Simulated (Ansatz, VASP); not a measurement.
# One calculation of GaAs, two programs

INCAR

```
ALGO = Normal
EDIFF = 1E-6
ENCUT = 500
GGA = PE
GGA_COMPAT = F
ISIF = 2
ISMEAR = 0
LASPH = T
LCHARG = F
LREAL = F
LWAVE = F
NBANDS = 16
NELM = 120
PREC = Accurate
SIGMA = 0.1
```

Contents of KPOINTS:

```
k-points
0
Gamma
  6 6 6
```

POSCAR

```
GaAs
1.0
    0.0000000000      2.8815735056      2.8815735056
    2.8815735056      0.0000000000      2.8815735056
    2.8815735056      2.8815735056      0.0000000000
Ga As
1 1
Direct
    0.0000000000      0.0000000000      0.0000000000
    0.7500000000      0.7500000000      0.7500000000
```

Input for Ansatz:

```yaml
crystal:
  lattice:
    - [0.0, 2.8815735056, 2.8815735056]
    - [2.8815735056, 0.0, 2.8815735056]
    - [2.8815735056, 2.8815735056, 0.0]
  atoms:
    - { symbol: Ga, position: [0.0, 0.0, 0.0] }
    - { symbol: As, position: [0.75, 0.75, 0.75] }
basis:
  ecutwfc: 420
kpoints:
  mp_grid: { grid: [6, 6, 6] }
hamiltonian:
  xc: pbe
scf:
  occupations: { method: gaussian, width: 0.1 }
output:
  forces: true
  stress: true
  eigenvalues: true
```

Alike in both runs: task single point; functional PBE; k mesh 6 × 6 × 6; occupations gaussian, width 0.1 eV; no spin polarisation.

|  | VASP | Ansatz |
| --- | --- | --- |
| version | VASP 6.6.1 | Ansatz 0.2.0 |
| potentials or method | VASP PAW PBE potentials, release 64 (Ga_d, As), cutoff 500 eV | scalar-relativistic, plane waves, PAW |
| valence electrons in the cell | 18 | 28 |

|  | VASP | Ansatz | Ansatz less VASP |
| --- | --- | --- | --- |
| gap on the k mesh at the Fermi level (eV) | 0.09 | 0.09 | -0.002 |
| least direct gap on the mesh (eV) | 0.09 | 0.09 | -0.002 |
| pressure (GPa) | -0.4 | -0.5 | -0.14 |

With one functional, cell and mesh, what is left measures potentials, basis and numerics. VASP's potentials hold 18 valence electrons a cell and Ansatz's 28, so a difference there can come from the potentials and not from the codes.
